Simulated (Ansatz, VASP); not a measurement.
**BaF2: VASP beside Ansatz**

```
CELL_PARAMETERS angstrom
0.00000 3.12323 3.12323
3.12323 0.00000 3.12323
3.12323 3.12323 0.00000
ATOMIC_POSITIONS crystal
Ba 0.00000 0.00000 0.00000
F 0.25000 0.25000 0.25000
F 0.75000 0.75000 0.75000
```

Alike in both runs: task single point; functional PBE; k mesh 10 × 10 × 10; occupations gaussian, width 0.05 eV; no spin polarisation.

|  | VASP | Ansatz |
| --- | --- | --- |
| version | VASP 6.6.1 | Ansatz 0.2.0 |
| potentials or method | VASP PAW PBE potentials, release 64 (Ba_sv, F), cutoff 600 eV | scalar-relativistic, plane waves, PAW |
| valence electrons in the cell | 24 | 24 |

Ansatz gave:

* gap on the k mesh at the Fermi level (eV): 6.73
* least direct gap on the mesh (eV): 6.81
* pressure (GPa): 0.0

Estimate VASP's values.

gap on the k mesh at the Fermi level (eV): 6.67; least direct gap on the mesh (eV): 6.73; pressure (GPa): 0.9.

With one functional, cell and mesh, what is left measures potentials, basis and numerics.

Spin-orbit coupling is off throughout.
